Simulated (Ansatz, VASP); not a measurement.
# Sb in VASP and in Ansatz

Contents of POSCAR:

```
Sb
1.0
    4.0686851802      0.0000000000      0.0000000000
   -2.0343425901      3.5235847261      0.0000000000
    0.0000000000      0.0000000000     28.0000000000
Sb
2
Direct
    0.3333333333      0.6666666667      0.5294645393
    0.6666666667      0.3333333333      0.4705354607
```

The input INCAR.step1:

```
PREC = Accurate
ENCUT = 440
ISMEAR = 0
SIGMA = 0.02
LREAL = F
LASPH = T
NELM = 120
LDIPOL = T
IDIPOL = 3
DIPOL = 0.5 0.5 0.500
NBANDS = 22
GGA = PE
ALGO = Normal
EDIFF = 1E-5
LWAVE = T
LCHARG = F
GGA_COMPAT = F
NELMDL = -8
```

The input INCAR.step2:

```
PREC = Accurate
ENCUT = 440
EDIFF = 1E-6
ISMEAR = 0
SIGMA = 0.02
LREAL = F
LASPH = T
NELM = 120
ALGO = Normal
ISIF = 2
LWAVE = F
LCHARG = T
LDIPOL = T
IDIPOL = 3
DIPOL = 0.5 0.5 0.500
METAGGA = R2SCAN
LMIXTAU = T
LELF = T
LVHAR = T
LVACPOTAV = T
NBANDS = 22
ISTART = 1
GGA_COMPAT = F
```

The input KPOINTS:

```
Automatic mesh
0
Gamma
  9 9 1
```

Input for Ansatz:

```yaml
crystal:
  lattice:
    - [4.0686851802, 0.0, 0.0]
    - [-2.0343425901, 3.5235847261, 0.0]
    - [0.0, 0.0, 28.0]
  atoms:
    - { symbol: Sb, position: [0.3333333333, 0.6666666667, 0.5294645393] }
    - { symbol: Sb, position: [0.6666666667, 0.3333333333, 0.4705354607] }
  periodic: [true, true, false]
basis:
  ecutwfc: 500
kpoints:
  mp_grid: { grid: [9, 9, 1] }
  band_path:
    path:
      - [0, 0, 0]
      - [0.5, 0, 0]
      - [0.3333333333333, 0.3333333333333, 0]
      - [0, 0, 0]
    npoints: 8
hamiltonian:
  xc: r2scan
scf:
  occupations: { method: gaussian, width: 0.02 }
output:
  forces: true
  stress: true
  eigenvalues: true
  populations: true
  write_density: true
  write_potential: true
  elf: true
  volumetric_format: npy
```

Alike in both runs: task single point; functional r2SCAN; k mesh 9 × 9 × 1; occupations gaussian, width 0.02 eV; no spin polarisation.

|  | VASP | Ansatz |
| --- | --- | --- |
| version | VASP 6.6.1 | Ansatz 0.2.0 |
| potentials or method | VASP PAW PBE potentials, release 64 (Sb_d_GW), cutoff 440 eV | scalar-relativistic, plane waves, PAW |
| valence electrons in the cell | 30 | 30 |

Ansatz gave:

| Property | Result |
| --- | --- |
| gap on the k mesh at the Fermi level (eV) | 1.44 |
| least direct gap on the mesh (eV) | 2.09 |
| rms of the force components (eV/Å) | 0.144 |

What did VASP give for the same quantities?

gap on the k mesh at the Fermi level (eV): 1.43; least direct gap on the mesh (eV): 2.08; rms of the force components (eV/Å): 0.137.

VASP's potentials were made for PBE, not for r2SCAN. Atom by atom the forces differ by 0.007 eV/Å (rms over components). The functional is the same, so the differences come from potentials, cutoffs and numerics. Ansatz's warnings: xc potential rough in thin density.

Spin-orbit coupling is off throughout.
